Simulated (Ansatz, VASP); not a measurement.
**One calculation of Al2O3, two programs**

```
Al O
1.0
     2.40355    1.38769    4.73308
    -2.40355    1.38769    4.73308
     0.00000   -2.77538    4.73308
Al O
4 6
Direct
  0.85204 0.85204 0.85204
  0.64796 0.64796 0.64796
  0.14796 0.14796 0.14796
  0.35204 0.35204 0.35204
  0.05586 0.44414 0.75000
  0.75000 0.05586 0.44414
  0.44414 0.75000 0.05586
  0.94414 0.55586 0.25000
  0.25000 0.94414 0.55586
  0.55586 0.25000 0.94414
```

Alike in both runs: task single point; functional PBEsol; k mesh 6 × 6 × 6; occupations gaussian, width 0.05 eV; no spin polarisation.

|  | VASP | Ansatz |
| --- | --- | --- |
| version | VASP 6.6.1 | Ansatz 0.2.0 |
| potentials or method | VASP PAW PBE potentials, release 64 (Al, O), cutoff 520 eV | scalar-relativistic, plane waves, PAW |
| valence electrons in the cell | 48 | 48 |

|  | VASP | Ansatz | Ansatz less VASP |
| --- | --- | --- | --- |
| gap on the k mesh at the Fermi level (eV) | 4.51 | 4.51 | -0.001 |
| least direct gap on the mesh (eV) | 4.51 | 4.51 | -0.001 |
| pressure (GPa) | -19.0 | -19.0 | -0.02 |
| traceless stress, the component that is largest in VASP (GPa) | -18.17 | -18.11 | +0.056 |
| rms of the force components (eV/Å) | 0.087 | 0.087 | 0.0000 |

VASP's potentials were made for PBE, not for PBEsol, and Ansatz warns of the same on its side. Atom by atom the forces differ by 0.003 eV/Å (rms over components). With one functional, cell and mesh, what is left measures potentials, basis and numerics.
